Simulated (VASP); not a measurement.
# TaSi2 (P1) in VASP: further runs, part 2 of 2

VASP 6.6.1.

### 3 Single point, PBE (atom 1 (Ta) moved by -0.216 Å along [1 0 0] and -0.648 Å along [0 0 1])

INCAR

```
SYSTEM = TaSi2
PREC     = Accurate       ! precision mode
ENCUT    = 520            ! plane-wave cutoff, eV
EDIFF    = 1E-6           ! SCF threshold, eV
ISMEAR   = 0              ! smearing method
SIGMA    = 0.15           ! smearing width, eV
LREAL    = .False.        ! projectors in reciprocal space
LASPH    = .True.         ! aspherical terms in the spheres
NELM     = 60             ! most SCF steps
ALGO     = Fast           ! electronic algorithm
ISIF     = 2              ! what is computed and relaxed
LWAVE    = .False.        ! write WAVECAR
LCHARG   = .True.         ! write CHGCAR
GGA      = PE             ! functional
LELF     = .True.         ! ELF
LVHAR    = .True.       
NBANDS   = 38             ! bands
```

KPOINTS

```
regular mesh
0
Gamma
  9 9 6
  0 0 0
```

POSCAR

```
TaSi2
1.0
    4.8060235202      0.0000000000      0.0000000000
   -2.4030117601      4.1621384597      0.0000000000
    0.0000000000      0.0000000000      6.5995345254
Ta Si
3 6
Direct
    0.4550563997      0.0000000000     -0.0981887431
    0.5000000000      0.5000000000      0.6666666667
    0.0000000000      0.5000000000      0.3333333333
    0.1589152396      0.3178304793      0.0000000000
    0.8410847604      0.1589152396      0.6666666667
    0.6821695207      0.8410847604      0.3333333333
    0.8410847604      0.6821695207      0.0000000000
    0.1589152396      0.8410847604      0.6666666667
    0.3178304793      0.1589152396      0.3333333333
```

Potentials or basis: VASP PAW PBE potentials, release 64 (Ta_pv, Si).

Launch:

```sh
$ cat potpaw_PBE.64/Ta_pv/POTCAR potpaw_PBE.64/Si/POTCAR > POTCAR
$ mpirun -np 1 vasp_std > vasp.out
```

Run time: 28 min. Hardware: 1 thread of Oxide Virtual Turin-like, shared host; peak memory 0.89 GiB.

It converged, with:

```yaml
Free_energy: -67.0122 eV
Pressure: 16.8 GPa
Largest_force: 19.242 eV/Å
Band_gap_on_the_k_mesh: zero (an odd number of electrons rules out a gap without spin polarisation)
```

Forces on the atoms (eV/Å):
```
Ta    6.238   2.861  17.976
Ta   -0.562   0.009  -1.504
Ta   -0.136   0.206  -1.023
Si   -0.876   0.126  -0.245
Si    2.333   1.483  -3.200
Si   -0.545   0.154  -0.616
Si   -0.444  -0.084  -0.362
Si   -6.517  -4.595 -10.315
Si    0.509  -0.160  -0.712
```

Stress tensor (GPa, compression positive):
```
13.95  8.19  8.13
 8.19  6.10  5.89
 8.13  5.89 30.22
```

Levels at points of the mesh, in eV from the Fermi level:
```csv
k point,band 26,band 27,band 28,band 29,band 30,band 31
"(0.00, 0.00, 0.00)",-2.00,-1.81,-1.63,-1.24,1.16,1.60
"(0.00, 0.00, 0.50)",-1.84,-1.78,-1.50,0.80,0.92,1.43
```

Caveat: the cell differs from its parent crystal (atom 1 (Ta) moved by -0.216 Å along [1 0 0] and -0.648 Å along [0 0 1]); the stress differs along the axes, from 6 to 30 GPa; spin-orbit coupling is left out, which moves the levels of the heavy elements; forces of over 1 eV/Å act on the atoms, so gaps and moduli don't describe the material at rest.

### 4 Single point, PBE (atom 1 (Ta) moved by -0.432 Å along [1 0 0] and -0.432 Å along [0 0 1])

INCAR

```
SYSTEM = TaSi2
PREC = Accurate ; ENCUT = 520
EDIFF = 1E-6 ; ISMEAR = 0
SIGMA = 0.15 ; LREAL = .FALSE.
LASPH = .TRUE. ; NELM = 60
ALGO = Fast ; ISIF = 2
LWAVE = .FALSE. ; LCHARG = .FALSE.
GGA = PE ; NBANDS = 38
```

KPOINTS

```
regular mesh
0
G
  9 9 6
  0 0 0
```

Changes to POSCAR since step 3:

```diff
@@ -8,3 +8,3 @@
 Direct
-    0.4550563997      0.0000000000     -0.0981887431
+    0.4101127995      0.0000000000     -0.0654591621
     0.5000000000      0.5000000000      0.6666666667
```

Launch:

```sh
$ cat potpaw_PBE.64/Ta_pv/POTCAR potpaw_PBE.64/Si/POTCAR > POTCAR
$ mpirun -np 1 vasp_std > vasp.out
```

It took 39 min on 1 thread of Oxide Virtual Turin-like, shared host; peak memory 0.89 GiB.

Results (log left out):

- Free energy: -68.4092 eV
- Pressure: 12.7 GPa
- Largest force: 15.049 eV/Å
- Band gap on the k mesh: zero (an odd number of electrons rules out a gap without spin polarisation)

Forces in eV/Å, atoms in the order of the input:
```
Ta   9.752  2.721 11.134
Ta  -1.148 -0.159 -0.844
Ta  -0.497  0.435 -0.583
Si  -2.188  0.959  0.236
Si  -0.007  0.296 -0.532
Si  -0.621  0.192 -0.602
Si  -1.880 -0.908 -0.030
Si  -3.793 -3.345 -8.267
Si   0.381 -0.192 -0.512
```

Stress tensor (GPa, compression positive):
```
12.03  3.87  7.45
 3.87  5.55  6.58
 7.45  6.58 20.60
```

Levels at points of the mesh, in eV from the Fermi level:
```csv
k point,band 26,band 27,band 28,band 29,band 30,band 31
"(0.00, 0.00, 0.00)",-2.10,-1.86,-1.70,-1.27,0.82,1.89
"(0.00, 0.00, 0.50)",-1.94,-1.71,-1.58,0.72,1.02,1.65
```

Caveat: the cell differs from its parent crystal (atom 1 (Ta) moved by -0.432 Å along [1 0 0] and -0.432 Å along [0 0 1]); the stress differs along the axes, from 6 to 21 GPa; spin-orbit coupling is left out, which moves the levels of the heavy elements; forces of over 1 eV/Å act on the atoms, so gaps and moduli don't describe the material at rest.

### 5 Single point, PBE (atom 1 (Ta) moved by -1.080 Å along [1 0 0] and -0.432 Å along [0 0 1])

INCAR

```
PREC     = Accurate       # precision mode
ENCUT    = 520            # plane-wave cutoff, eV
EDIFF    = 1E-6           # SCF threshold, eV
ISMEAR   = 0              # smearing method
SIGMA    = 0.15           # smearing width, eV
LREAL    = F              # projectors in reciprocal space
LASPH    = T              # aspherical terms in the spheres
NELM     = 60             # most SCF steps
ALGO     = Fast           # electronic algorithm
ISIF     = 2              # what is computed and relaxed
LWAVE    = F              # write WAVECAR
LCHARG   = F              # write CHGCAR
GGA      = PE             # functional
NBANDS   = 38             # bands
```

KPOINTS

```
Automatic mesh
0
Gamma
  9 9 6
```

Changes to POSCAR since step 4:

```diff
@@ -8,3 +8,3 @@
 Direct
-    0.4101127995      0.0000000000     -0.0654591621
+    0.2752819986      0.0000000000     -0.0654591621
     0.5000000000      0.5000000000      0.6666666667
```

Launch:

```sh
$ cat potpaw_PBE.64/Ta_pv/POTCAR potpaw_PBE.64/Si/POTCAR > POTCAR
$ mpirun -np 1 vasp_std > vasp.out
```

It took 44 min on 1 thread of Oxide Virtual Turin-like, shared host; peak memory 0.89 GiB.

It converged, with:

- Free energy: -56.6431 eV
- Pressure: 40.6 GPa
- Largest force: 27.901 eV/Å
- Band gap on the k mesh: zero (an odd number of electrons rules out a gap without spin polarisation)

Forces on the atoms (eV/Å):
```
Ta   25.872   5.386   8.949
Ta   -0.701   1.045  -1.540
Ta   -0.687   0.368   0.720
Si  -11.198  10.939   4.471
Si   -0.792  -0.256   0.236
Si   -0.838  -0.004  -0.325
Si  -11.274 -11.172   4.037
Si   -0.824  -6.389 -16.340
Si    0.443   0.083  -0.207
```

Stress tensor (GPa, compression positive):
```
35.05  1.78 -9.81
 1.78 40.90 11.42
-9.81 11.42 45.86
```

Levels at points of the mesh, in eV from the Fermi level:
```tsv
k point	band 27	band 28	band 29	band 30	band 31	band 32
(0.00, 0.00, 0.00)	-1.26	-1.04	-0.22	0.56	1.19	1.28
(0.00, 0.00, 0.50)	-1.14	-0.46	-0.11	0.66	1.13	1.32
```

Caveat: the cell differs from its parent crystal (atom 1 (Ta) moved by -1.080 Å along [1 0 0] and -0.432 Å along [0 0 1]); the stress differs along the axes, from 35 to 46 GPa; spin-orbit coupling is left out, which moves the levels of the heavy elements; forces of over 1 eV/Å act on the atoms, so gaps and moduli don't describe the material at rest.

### 6 The runs side by side

```tsv
cell	further INCAR settings	gap on the mesh (eV)	pressure (GPa)	largest force (eV/Å)
as given, atomic positions A	ALGO = Fast; EDIFF = 1e-07; NBANDS = 38	none	29.0	30.83
as given, atomic positions B	ALGO = Fast; EDIFF = 1e-06; NBANDS = 38	none	16.8	19.24
as given, atomic positions C	ALGO = Fast; EDIFF = 1e-06; NBANDS = 38	none	12.7	15.05
as given, atomic positions D	ALGO = Fast; EDIFF = 1e-06; NBANDS = 38	none	40.6	27.90
```

Alike in all rows: task single point; level PBE; potentials or basis VASP PAW PBE potentials, release 64 (Ta_pv, Si); no spin polarisation; k mesh 9 × 9 × 6; cutoff (eV) 520; smearing gaussian 0.15 eV.

Caveats: spin-orbit coupling is left out, which moves the levels of the heavy elements; forces of over 1 eV/Å act on the atoms, so gaps and moduli don't describe the material at rest; atoms lie so close that the PAW spheres overlap strongly, which falsifies energies and pressures (at least some runs); the stress differs along the axes, from 12 to 48 GPa (at least some runs); the stress differs along the axes, from 6 to 30 GPa (at least some runs); the stress differs along the axes, from 6 to 21 GPa (at least some runs); the stress differs along the axes, from 35 to 46 GPa (at least some runs).

Absolute energies hang on the potentials; compare differences alone.
